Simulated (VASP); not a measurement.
# Si2W (I4/mmm) in VASP: further runs, part 2 of 2

VASP 6.6.1. The steps go on from the part before.

### Step 3. Single point, LDA (volume 14.724 Å^3 an atom, c/a of the conventional cell 2.1610)

File INCAR:

```
SYSTEM = Si2W
PREC = Accurate ; ENCUT = 520
EDIFF = 1E-6 ; ISMEAR = 0
SIGMA = 0.15 ; LREAL = .FALSE.
LASPH = .TRUE. ; NELM = 80
ALGO = Normal ; ISIF = 2
LWAVE = .FALSE. ; LCHARG = .TRUE.
GGA = CA ; LELF = .TRUE.
LVHAR = .TRUE. ; NBANDS = 18
```

File KPOINTS:

```
Automatic mesh
0
G
  20 20 20
  0 0 0
```

File POSCAR:

```
Si2W
1.0
   -1.7224399971      1.7224399971      3.7221928337
    1.7224399971     -1.7224399971      3.7221928337
    1.7224399971      1.7224399971     -3.7221928337
Si W
2 1
Direct
    0.3346644983      0.3346644983      0.0000000000
    0.6653355017      0.6653355017      0.0000000000
    0.0000000000      0.0000000000      0.0000000000
```

Potentials or basis: VASP PAW LDA potentials, release 64 (Si, W_sv).

Started as:

```console
> cat potpaw_LDA.64/Si/POTCAR potpaw_LDA.64/W_sv/POTCAR > POTCAR
> mpirun -np 1 vasp_std > vasp.out
```

Run time: 4.3 min. Hardware: 1 thread of Intel Xeon 6975P-C (Granite Rapids), shared host; peak memory 0.55 GiB.

It converged, with:

```
Free energy            : -26.6040 eV
Pressure               : -15.7 GPa
Largest force          : 0.227 eV/Å
Band gap on the k mesh : zero (band 11 reaches 10.75 eV, above the bottom of band 12 at 10.28 eV)
```

Forces on the atoms (eV/Å):
```
Si   0.000  0.000  0.227
Si   0.000  0.000 -0.227
W    0.000  0.000  0.000
```

Stress tensor (GPa, compression positive):
```
-29.94   0.00   0.00
  0.00 -29.94   0.00
  0.00   0.00  12.83
```

Levels at points of the mesh, in eV from the Fermi level:
| k point | band 7 | band 8 | band 9 | band 10 | band 11 | band 12 | band 13 | band 14 | band 15 | band 16 |
| --- | --- | --- | --- | --- | --- | --- | --- | --- | --- | --- |
| (0.00, 0.00, 0.00) | -2.87 | -2.87 | -2.53 | -2.20 | 0.14 | 2.00 | 2.29 | 2.29 | 3.52 | 4.24 |
| (0.50, 0.00, 0.00) | -4.74 | -3.99 | -2.87 | -2.11 | -0.44 | 1.86 | 2.29 | 4.08 | 4.26 | 5.28 |
| (0.50, 0.50, 0.00) | -5.48 | -5.25 | -4.66 | -1.92 | -1.54 | 2.15 | 2.15 | 3.89 | 4.40 | 4.91 |
| (0.50, 0.50, 0.50) | -3.20 | -2.76 | -1.32 | -1.32 | -0.11 | -0.11 | 0.42 | 4.42 | 6.25 | 6.83 |

Caveat: the cell differs from its parent crystal (volume 14.724 Å^3 an atom, c/a of the conventional cell 2.1610); spin-orbit coupling is left out, which moves the levels of the heavy elements.

### Step 4. Single point, LDA

This run uses another cell than the first one, of 13.15 Å³/atom, 0.893 times its volume.

File INCAR:

```
SYSTEM = Si2W
PREC = Accurate
ENCUT = 520
EDIFF = 1E-7
ISMEAR = 0
SIGMA = 0.15
LREAL = .FALSE.
LASPH = .TRUE.
NELM = 100
ALGO = Normal
ISIF = 2
LWAVE = .FALSE.
LCHARG = .TRUE.
GGA = CA
LELF = .TRUE.
LVHAR = .TRUE.
NBANDS = 18
```

KPOINTS is that of step 3.

File POSCAR:

```
Si2W
1.0
   -1.5928550571      1.5928550571      3.8862445622
    1.5928550571     -1.5928550571      3.8862445622
    1.5928550571      1.5928550571     -3.8862445622
Si W
2 1
Direct
    0.3346644983      0.3346644983      0.0000000000
    0.6653355017      0.6653355017      0.0000000000
    0.0000000000      0.0000000000      0.0000000000
```

Potentials or basis: VASP PAW LDA potentials, release 64 (Si, W_sv).

Started as:

```console
> cat potpaw_LDA.64/Si/POTCAR potpaw_LDA.64/W_sv/POTCAR > POTCAR
> mpirun -np 1 vasp_std > vasp.out
```

OUTCAR:

```text
SYSTEM = Si2W
   PREC = Accurate
   ENCUT = 520
   EDIFF = 1E-7
   ISMEAR = 0
   LREAL = .FALSE.
   LASPH = .TRUE.
   NELM = 100
   ISIF = 2
   GGA = CA

 ion  position               nearest neighbor table
   1  0.335  0.335  0.000-   2 2.57   3 2.59   3 2.59   3 2.59   3 2.59   3 2.60   2 2.61   2 2.61
                             2 2.61   2 2.61
   2  0.665  0.665  0.000-   1 2.57   3 2.59   3 2.59   3 2.59   3 2.59   3 2.60   1 2.61   1 2.61
                             1 2.61   1 2.61
   3  0.000  0.000  0.000-   2 2.59   2 2.59   2 2.59   1 2.59   2 2.59   1 2.59   1 2.59   1 2.59
                             1 2.60   2 2.60

[... 704 lines left out ...]
  --------------------------------------------------------------------------------------
  -------------------------------------------------------------------------------------
  Total        0.1798867      0.1798867      0.1857851      0.0000000     -0.0000000     -0.0000000
  in kB        7.3074700      7.3074700      7.5470774      0.0000000     -0.0000000     -0.0000000
  external PRESSURE =       7.3873391 kB  Pullay stress =       0.0000000 kB

 VOLUME and BASIS-vectors are now :
 -----------------------------------------------------------------------------
  energy-cutoff  :      520.00
  volume of cell :       39.44
      direct lattice vectors                 reciprocal lattice vectors
    -1.592855057  1.592855057  3.886244562     0.000000000  0.313901756  0.128658913
     1.592855057 -1.592855057  3.886244562     0.313901756  0.000000000  0.128658913
     1.592855057  1.592855057 -3.886244562     0.313901756  0.313901756  0.000000000

 POSITION                                       TOTAL-FORCE (eV/Angst)
 -----------------------------------------------------------------------------------
      0.00000      0.00000      2.60118         0.000000      0.000000     -0.007157
      0.00000      0.00000      5.17131        -0.000000     -0.000000      0.007157
      0.00000      0.00000      0.00000        -0.000000     -0.000000      0.000000
 -----------------------------------------------------------------------------------
    total drift:                               -0.000000     -0.000000      0.000000

  FREE ENERGIE OF THE ION-ELECTRON SYSTEM (eV)
  ---------------------------------------------------
  free  energy   TOTEN  =       -27.3573156335 eV

  energy  without entropy=      -27.3547472851  energy(sigma->0) =      -27.35603146
```

OSZICAR:

```text
N       E                     dE             d eps       ncg     rms          rms(c)
DAV:   1     0.130226243908E+03    0.13023E+03   -0.10866E+04 23078   0.123E+03
DAV:   2    -0.235223535723E+02   -0.15375E+03   -0.15013E+03 26428   0.323E+02
DAV:   3    -0.281669067395E+02   -0.46446E+01   -0.45842E+01 28736   0.505E+01
DAV:   4    -0.282076991287E+02   -0.40792E-01   -0.40730E-01 27362   0.500E+00
DAV:   5    -0.282081395665E+02   -0.44044E-03   -0.44041E-03 27464   0.551E-01    0.267E+01
DAV:   6    -0.274781894965E+02    0.72995E+00   -0.30320E+00 24944   0.125E+01    0.952E+00
DAV:   7    -0.273821823720E+02    0.96007E-01   -0.21558E-01 24704   0.267E+00    0.467E+00
DAV:   8    -0.273580225031E+02    0.24160E-01   -0.43459E-02 26294   0.154E+00    0.300E-01
DAV:   9    -0.273574793966E+02    0.54311E-03   -0.10114E-03 26520   0.262E-01    0.177E-01
DAV:  10    -0.273573205072E+02    0.15889E-03   -0.25048E-04 27526   0.139E-01    0.421E-02
DAV:  11    -0.273573158360E+02    0.46712E-05   -0.31015E-05 26096   0.400E-02    0.192E-02
DAV:  12    -0.273573158116E+02    0.24436E-07   -0.13876E-06 27080   0.762E-03    0.500E-03
DAV:  13    -0.273573156354E+02    0.17616E-06   -0.42496E-07 24756   0.589E-03    0.927E-04
DAV:  14    -0.273573156335E+02    0.18772E-08   -0.12025E-08 12808   0.102E-03
   1 F= -.27357316E+02 E0= -.27356031E+02  d E =-.256835E-02
```

Run time: 7.8 min. Hardware: 1 thread of Intel Xeon 6975P-C (Granite Rapids), shared host; peak memory 0.5 GiB.

What came out:

* Free energy: -27.3573 eV
* Pressure: 0.7 GPa
* Largest force: 0.007 eV/Å
* Band gap on the k mesh: zero (band 11 reaches 12.99 eV, above the bottom of band 12 at 11.69 eV)

Forces in eV/Å, atoms in the order of the input:
```
Si   0.000  0.000 -0.007
Si   0.000  0.000  0.007
W    0.000  0.000  0.000
```

Levels at points of the mesh, in eV from the Fermi level:
```csv
k point,band 8,band 9,band 10,band 11,band 12,band 13,band 14,band 15
"(0.00, 0.00, 0.00)",-3.45,-2.88,-2.88,0.64,2.92,2.94,3.20,3.20
"(0.50, 0.00, 0.00)",-4.84,-2.84,-2.84,-0.45,2.77,2.86,4.02,4.59
"(0.50, 0.50, 0.00)",-5.44,-5.06,-3.33,-1.65,2.92,3.03,3.22,3.99
"(0.50, 0.50, 0.50)",-2.63,-0.78,-0.78,-0.51,-0.51,0.82,4.58,5.09
```

Caveat: spin-orbit coupling is left out, which moves the levels of the heavy elements.

### Step 5. Overview

```csv
cell,gap on the mesh (eV),pressure (GPa),largest force (eV/Å)
"a = 4.665 Å, angles 138.5, 138.5, 60.2°, 3 atoms",none,-20.9,0.27
"a = 4.448 Å, angles 134.4, 134.4, 66.4°, 3 atoms",none,-15.7,0.23
"a = 4.492 Å, angles 138.5, 138.5, 60.2°, 3 atoms",none,0.7,0.01
```

Alike in all rows: task single point; level LDA; potentials or basis VASP PAW LDA potentials, release 64 (Si, W_sv); no spin polarisation; k mesh 20 × 20 × 20; cutoff (eV) 520; smearing gaussian 0.15 eV.

Caveats: spin-orbit coupling is left out, which moves the levels of the heavy elements.

Absolute energies hang on the potentials; compare differences alone.
